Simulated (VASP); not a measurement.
# Ti6O (P-31m) in VASP: single point with r2SCAN

Aim: the single point of Ti6O with r2SCAN.

Program: VASP 6.6.1. These are calculated values, not measurements. Logs are shortened: lines on timing, memory, paths and dates and some standing lists are left out, and cuts for length are marked.

### Step 1. The cell of the first run

Symmetry: P-31m, No. 162, trigonal system. The conventional cell has a = 5.103 Å, b = 5.103 Å, c = 4.726 Å, α = 90.00°, β = 90.00°, γ = 120.00°. Ti (site symmetry m) has 1 O at 2.09 Å and 12 Ti at 2.82 to 3.01 Å within 3.1 Å. Within 2.8 Å of O (site symmetry -3m) lie 6 Ti at 2.09 Å.

### Step 2. Single point, r2SCAN

File POSCAR:

```
Ti6O
1.0
    5.1034637362      0.0000000000      0.0000000000
   -2.5517318681      4.4197292429      0.0000000000
    0.0000000000      0.0000000000      4.7258143617
Ti O
6 1
Direct
    0.3304921405      0.0000000000      0.2602941798
    0.0000000000      0.3304921405      0.2602941798
    0.6695078595      0.6695078595      0.2602941798
    0.0000000000      0.6695078595      0.7397058202
    0.6695078595      0.0000000000      0.7397058202
    0.3304921405      0.3304921405      0.7397058202
    0.0000000000      0.0000000000      0.0000000000
```

File INCAR.step1:

```
PREC     = Accurate       # precision mode
ENCUT    = 520            # plane-wave cutoff, eV
ISMEAR   = 0              # smearing method
SIGMA    = 0.1            # smearing width, eV
LREAL    = F              # projectors in reciprocal space
LASPH    = T              # aspherical terms in the spheres
NELM     = 80             # most SCF steps
NBANDS   = 48             # bands
GGA      = PE             # functional
ALGO     = Normal         # electronic algorithm
EDIFF    = 1E-4           # SCF threshold, eV
LWAVE    = T              # write WAVECAR
LCHARG   = F              # write CHGCAR
```

File INCAR.step2:

```
PREC     = Accurate       # precision mode
ENCUT    = 520            # plane-wave cutoff, eV
EDIFF    = 1E-7           # SCF threshold, eV
ISMEAR   = 0              # smearing method
SIGMA    = 0.1            # smearing width, eV
LREAL    = F              # projectors in reciprocal space
LASPH    = T              # aspherical terms in the spheres
NELM     = 80             # most SCF steps
ALGO     = Normal         # electronic algorithm
ISIF     = 2              # what is computed and relaxed
LWAVE    = F              # write WAVECAR
LCHARG   = F              # write CHGCAR
METAGGA  = R2SCAN         # meta-GGA
LMIXTAU  = T            
NBANDS   = 48             # bands
ISTART   = 1
```

File KPOINTS:

```
regular mesh
0
Gamma
  12 12 8
```

Potentials or basis: VASP PAW PBE potentials, release 64 (Ti_sv, O).

On the command line:

```sh
$ cat potpaw_PBE.64/Ti_sv/POTCAR potpaw_PBE.64/O/POTCAR > POTCAR
$ cp INCAR.step1 INCAR
$ mpirun -np 1 vasp_std > vasp.out
$ cp INCAR.step2 INCAR
$ mpirun -np 1 vasp_std > vasp.out
```

OUTCAR:

```text
PREC = Accurate
   ENCUT = 520
   EDIFF = 1E-7
   ISMEAR = 0
   LREAL = F
   LASPH = T
   NELM = 80
   ISIF = 2
   METAGGA = R2SCAN
   ISTART = 1

 ion  position               nearest neighbor table
   1  0.330  0.000  0.260-   7 2.09   6 2.82   4 2.82   5 2.85
   2  0.000  0.330  0.260-   7 2.09   6 2.82   5 2.82   4 2.85
   3  0.670  0.670  0.260-   7 2.09   4 2.82   5 2.82   6 2.85
   4  0.000  0.670  0.740-   7 2.09   3 2.82   1 2.82   2 2.85
   5  0.670  0.000  0.740-   7 2.09   3 2.82   2 2.82   1 2.85
   6  0.330  0.330  0.740-   7 2.09   2 2.82   1 2.82   3 2.85
   7  0.000  0.000  0.000-   1 2.09   5 2.09   3 2.09   4 2.09   2 2.09   6 2.09

  LATTYP: Found a hexagonal cell.
 ALAT       =     5.1034637362
 C/A-ratio  =     0.9260013602

  Lattice vectors:

 A1 = (   5.1034637362,   0.0000000000,   0.0000000000)
 A2 = (  -2.5517318681,   4.4197292429,   0.0000000000)
 A3 = (   0.0000000000,   0.0000000000,   4.7258143617)

Analysis of symmetry for initial positions (statically):
=====================================================================
 Subroutine PRICEL returns:
 Original cell was already a primitive cell.

 Routine SETGRP: Setting up the symmetry group for a
 hexagonal supercell.

 Subroutine GETGRP returns: Found 12 space group operations
 (whereof 12 operations were pure point group operations)
 out of a pool of 24 trial point group operations.

The static configuration has the point symmetry D_3d.

Analysis of symmetry for dynamics (positions and initial velocities):
=====================================================================
 Subroutine PRICEL returns:
 Original cell was already a primitive cell.

 Routine SETGRP: Setting up the symmetry group for a
 hexagonal supercell.

 Subroutine GETGRP returns: Found 12 space group operations
 (whereof 12 operations were pure point group operations)
 out of a pool of 24 trial point group operations.

The dynamic configuration has the point symmetry D_3d.

 Subroutine INISYM returns: Found 12 space group operations
 (whereof 12 operations are pure point group operations),
 and found     1 'primitive' translations

----------------------------------------------------------------------------------------

                                     Primitive cell

  volume of cell :     106.5951

  direct lattice vectors                    reciprocal lattice vectors
     5.103463736  0.000000000  0.000000000     0.195945352  0.113129102  0.000000000
    -2.551731868  4.419729243  0.000000000     0.000000000  0.226258204  0.000000000
     0.000000000  0.000000000  4.725814362     0.000000000  0.000000000  0.211603741

  length of vectors
     5.103463736  5.103463736  4.725814362     0.226258204  0.226258204  0.211603741

  position of ions in fractional coordinates (direct lattice)
     0.330492140  0.000000000  0.260294180
     1.000000000  0.330492140  0.260294180
     0.669507860  0.669507860  0.260294180
     1.000000000  0.669507860  0.739705820
     0.669507860  0.000000000  0.739705820
     0.330492140  0.330492140  0.739705820
     0.000000000  0.000000000  0.000000000

  ion indices of the primitive-cell ions
   primitive index   ion index
                 1           1
                 2           2
                 3           3
                 4           4
                 5           5
                 6           6
                 7           7

----------------------------------------------------------------------------------------

 KPOINTS: regular mesh

Automatic generation of k-mesh.
 Grid dimensions read from file:
 generate k-points for:   12   12    8

 Generating k-lattice:

  Cartesian coordinates                     Fractional coordinates (reciprocal lattice)
     0.016328779  0.009427425  0.000000000     0.083333333  0.000000000  0.000000000
     0.000000000  0.018854850  0.000000000     0.000000000  0.083333333  0.000000000
     0.000000000  0.000000000  0.026450468     0.000000000  0.000000000  0.125000000

  Length of vectors
     0.018854850  0.018854850  0.026450468

  Shift w.r.t. Gamma in fractional coordinates (k-lattice)
     0.000000000  0.000000000  0.000000000

 Subroutine IBZKPT returns following result:
 ===========================================

 Found    131 irreducible k-points:

 Following reciprocal coordinates:
            Coordinates               Weight
  0.000000  0.000000  0.000000      1.000000
  0.083333 -0.000000  0.000000      6.000000
  0.166667  0.000000  0.000000      6.000000
  0.250000 -0.000000  0.000000      6.000000
  0.333333  0.000000  0.000000      6.000000
  0.416667  0.000000  0.000000      6.000000
[... 16 lines left out ...]
  0.250000 -0.000000  0.125000     12.000000
  0.333333  0.000000  0.125000     12.000000
 [... further k-points ...]
   k-points           NKPTS =    131   k-points in BZ     NKDIM =    131   number of bands    NBANDS=     48
   number of dos      NEDOS =    301   number of ions     NIONS =      7
   total plane-waves  NPLWV =  57600
   dimension x,y,z NGX =    40 NGY =   40 NGZ =   36
   dimension x,y,z NGXF=    80 NGYF=   80 NGZF=   72
   ions per type =               6   1
   NGX,Y,Z   is equivalent  to a cutoff of  13.03, 13.03, 12.66 a.u.
   NGXF,Y,Z  is equivalent  to a cutoff of  26.06, 26.06, 25.33 a.u.
 SYSTEM =  unknown system
   PREC   = accura    normal or accurate (medium, high low for compatibility)
   ISTART =      1    job   : 0-new  1-cont  2-samecut
   ICHARG =      0    charge: 1-file 2-atom 10-const
   ISPIN  =      1    spin polarized calculation?
   LNONCOLLINEAR =      F non collinear calculations
   LSORBIT =      F    spin-orbit coupling
   LASPH  =      T    aspherical Exc in radial PAW
   ENCUT  =  520.0 eV  38.22 Ry    6.18 a.u.   9.49  9.49  8.79*2*pi/ulx,y,z
   NELM   =     80;   NELMIN=  2; NELMDL=  0     # of ELM steps
   EDIFF  = 0.1E-06   stopping-criterion for ELM
   LREAL  =      F    real-space projection
   EDIFFG = 0.1E-05   stopping-criterion for IOM
   NSW    =      0    number of steps for IOM
   IBRION =     -1    ionic relax: 0-MD 1-quasi-New 2-CG
   NFREE  =      0    steps in history (QN), initial steepest desc. (CG)
   ISIF   =      2    stress and relaxation
   ISYM   =      2    0-nonsym 1-usesym 2-fastsym
   POTIM  = 0.5000    time-step for ionic-motion
   TEBEG  =    0.0;   TEEND  =   0.0 temperature during run
   PSTRESS=    0.0 pullay stress
   NELECT =      78.0000    total number of electrons
   NUPDOWN=      -1.0000    fix difference up-down
   EMIN   =  10.00;   EMAX   =-10.00  energy-range for DOS
   EFERMI =   0.00;   METHOD = LEGACY
   ISMEAR =     0;   SIGMA  =   0.10  broadening in eV -4-tet -1-fermi 0-gaus
   EFERMI_NEDOS =   21; number of points for ismear=-14 and -15
   IALGO  =     38    algorithm
   IMIX   =      4    mixing-type and parameters
     AMIX     =   0.40;   BMIX     =  1.00
     AMIX_MAG =   1.60;   BMIX_MAG =  1.00
  volume/ion in A,a.u.               =      15.23       102.76
  Fermi-wavevector in a.u.,A,eV,Ry     =   1.475233  2.787786 29.610523  2.176312
  Thomas-Fermi vector in A             =   2.589907
   LORBIT       =      0    0 simple, 1 ext, 2 COOP (PROOUT), +10 PAW based schemes
   METAGGA = R2SCAN    functional components
   LHFCALC =     F    Hartree Fock is set to
   AEXX    =    0.0000 exact exchange contribution
   IVDW    =     0    specifies the selected vdW correction
   LEPSILON=     F    determine dielectric tensor
   LRPA    =     F    only Hartree local field effects (RPA)
 non-spin polarized calculation
 Gauss-broadening in eV      SIGMA  =   0.10
  energy-cutoff  :      520.00
  volume of cell :      106.60
 maximum number of plane-waves:      2898
 NGX is ok and might be reduce to    40
   NGX = 19   NGY = 19   NGZ = 17

 number of electron      78.0000010 magnetization

 Free energy of the ion-electron system (eV)
  ---------------------------------------------------
  ext. energy  EPLUGINS =         0.00000000
  ---------------------------------------------------
  free energy    TOTEN  =       -89.91070416 eV

  energy without entropy =      -89.88989104  energy(sigma->0) =      -89.90029760

 E-fermi :   8.7305     XC(G=0): -12.6294

 val. band max:        8.7245933031   @ k =   0.1667   0.1667   0.5000
 cond. band min:       8.7422393351   @ k =   0.1667   0.0833   0.5000
 fundamental gap:      0.0176460320
 Fermi energy:         8.7304899784

 k-point     1 :       0.0000    0.0000    0.0000
  band No.  band energies     occupation
      1     -50.5573      2.00000
      2     -50.4234      2.00000
      3     -50.4099      2.00000
      4     -50.4099      2.00000
      5     -50.4040      2.00000
      6     -50.4040      2.00000
[... 40 lines left out ...]
     47      10.5126      0.00000
     48      10.5126      0.00000

 k-point     2 :       0.0833   -0.0000    0.0000
  band No.  band energies     occupation
      1     -50.5549      2.00000
      2     -50.4224      2.00000
      3     -50.4155      2.00000
      4     -50.4146      2.00000
      5     -50.4009      2.00000
      6     -50.4004      2.00000
[... 40 lines left out ...]
     47      10.3984      0.00000
     48      10.4244      0.00000

 k-point     3 :       0.1667    0.0000    0.0000
  band No.  band energies     occupation
      1     -50.5481      2.00000
      2     -50.4256      2.00000
      3     -50.4215      2.00000
      4     -50.4196      2.00000
      5     -50.3977      2.00000
      6     -50.3963      2.00000
[... 1060 lines left out ...]
     47      10.2208      0.00000
     48      10.5388      0.00000

 k-point    24 :       0.3333    0.0000    0.1250
  band No.  band energies     occupation
      1     -50.5192      2.00000
      2     -50.4516      2.00000
      3     -50.4319      2.00000
      4     -50.4142      2.00000
      5     -50.3963      2.00000
      6     -50.3959      2.00000
[... 40 lines left out ...]
     47      10.2878      0.00000
     48      10.7444      0.00000

 [... further k-points ...]

------------------------ aborting loop because EDIFF is reached ----------------------------------------

  FORCE on cell =-STRESS in cart. coord.  units (eV):
  Direction    XX          YY          ZZ          XY          YZ          ZX
  --------------------------------------------------------------------------------------
  -------------------------------------------------------------------------------------
  Total        0.4345379      0.4345379      0.4463802      0.0000000      0.0000000      0.0000000
  in kB        6.5313187      6.5313187      6.7093151      0.0000000      0.0000000      0.0000000
  external PRESSURE =       6.5906508 kB  Pullay stress =       0.0000000 kB

 VOLUME and BASIS-vectors are now :
 -----------------------------------------------------------------------------
  energy-cutoff  :      520.00
  volume of cell :      106.60
      direct lattice vectors                 reciprocal lattice vectors
     5.103463736  0.000000000  0.000000000     0.195945352  0.113129102  0.000000000
    -2.551731868  4.419729243  0.000000000     0.000000000  0.226258204  0.000000000
     0.000000000  0.000000000  4.725814362     0.000000000  0.000000000  0.211603741

 POSITION                                       TOTAL-FORCE (eV/Angst)
 -----------------------------------------------------------------------------------
      1.68665      0.00000      1.23010         0.055358      0.000000      0.024975
     -0.84333      1.46069      1.23010        -0.027679      0.047941      0.024975
      1.70840      2.95904      1.23010        -0.027679     -0.047941      0.024975
     -1.70840      2.95904      3.49571         0.027679     -0.047941     -0.024975
      3.41681      0.00000      3.49571        -0.055358      0.000000     -0.024975
      0.84333      1.46069      3.49571         0.027679      0.047941     -0.024975
      0.00000      0.00000      0.00000        -0.000000      0.000000      0.000000
 -----------------------------------------------------------------------------------
    total drift:                                0.000000     -0.000000      0.000000

  FREE ENERGIE OF THE ION-ELECTRON SYSTEM (eV)
  ---------------------------------------------------
  free  energy   TOTEN  =       -89.9107041562 eV

  energy  without entropy=      -89.8898910400  energy(sigma->0) =      -89.90029760
```

Run time: 64 min. Hardware: 1 thread of Oxide Virtual Turin-like, shared host; peak memory 0.56 GiB.

Results:

| Property | Result |
| --- | --- |
| Free energy | -89.9107 eV |
| Pressure | 0.7 GPa |
| Largest force | 0.061 eV/Å |
| Band gap on the k mesh | zero (bands 39 and 40 overlap by 0.73 eV) |

Forces on the atoms (eV/Å):
```
Ti   0.055  0.000  0.025
Ti  -0.028  0.048  0.025
Ti  -0.028 -0.048  0.025
Ti   0.028 -0.048 -0.025
Ti  -0.055  0.000 -0.025
Ti   0.028  0.048 -0.025
O    0.000  0.000  0.000
```

Levels at points of the mesh, in eV from the Fermi level:
| k point | band 37 | band 38 | band 39 | band 40 | band 41 | band 42 |
| --- | --- | --- | --- | --- | --- | --- |
| (0.00, 0.00, 0.00) | -1.16 | -0.21 | 0.19 | 0.19 | 0.70 | 0.70 |
| (0.50, 0.00, 0.00) | -1.17 | -0.80 | -0.31 | 0.55 | 0.70 | 0.84 |
| (0.00, 0.00, 0.50) | -0.63 | -0.47 | -0.44 | -0.44 | 0.22 | 0.22 |
| (0.50, 0.00, 0.50) | -0.64 | -0.58 | -0.47 | -0.20 | 0.19 | 0.58 |

Caveat: the PAW data sets were made with another functional, which shifts forces and pressure a little.
